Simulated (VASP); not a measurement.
Write the native input for VASP 6.6.1 that does the following.

```
Task                   : single point
Functional             : PBE
Potentials or basis    : VASP PAW PBE potentials, release 64 (Zn)
Cutoff                 : 520 eV
k mesh                 : 12 × 12 × 1
Occupations            : gaussian, width 0.1 eV
Spin                   : no spin polarisation
Dipole correction      : yes
Further INCAR settings : ALGO = Normal; EDIFF = 1e-07; NBANDS = 38
```

The structure of Zn lies in POSCAR:

```
Zn
1.0
    2.6647980516      0.0000000029      0.0000000000
   -1.3323990283      2.3077828072      0.0000000000
    0.0000000000      0.0000000000     27.8934001460
Zn
5
Direct
    0.3333333333      0.6666666667      0.3226569709
    0.6666666667      0.3333333333      0.4113284905
    0.3333333333      0.6666666667      0.5000000000
    0.6666666667      0.3333333333      0.5886715095
    0.3333333333      0.6666666667      0.6773430291
```

The input as run:

INCAR

```
  PREC = Accurate
  ENCUT = 520
  EDIFF = 1E-7
  ISMEAR = 0
  SIGMA = 0.1
  LREAL = F
  LASPH = T
  NELM = 80
  ALGO = Normal
  ISIF = 2
  LWAVE = F
  LCHARG = F
  LDIPOL = T
  IDIPOL = 3
  DIPOL = 0.5 0.5 0.500
  GGA = PE
  NBANDS = 38
```

KPOINTS

```
regular mesh
0
Gamma
  12 12 1
```

Potentials or basis: VASP PAW PBE potentials, release 64 (Zn).

Command:

```console
$ cat potpaw_PBE.64/Zn/POTCAR > POTCAR
$ mpirun -np 1 vasp_std > vasp.out
```

It gave:

```json
{
 "Largest force": "0.046 eV/Å",
 "Band gap on the k mesh": "zero (bands 30 and 31 overlap by 3.59 eV)"
}
```

Run time: 4 min on 1 thread of Intel(R) Xeon(R) Platinum 8259CL CPU @ 2.50GHz (Skylake/Cascade Lake) (shared host), peak memory 0.31 GiB.
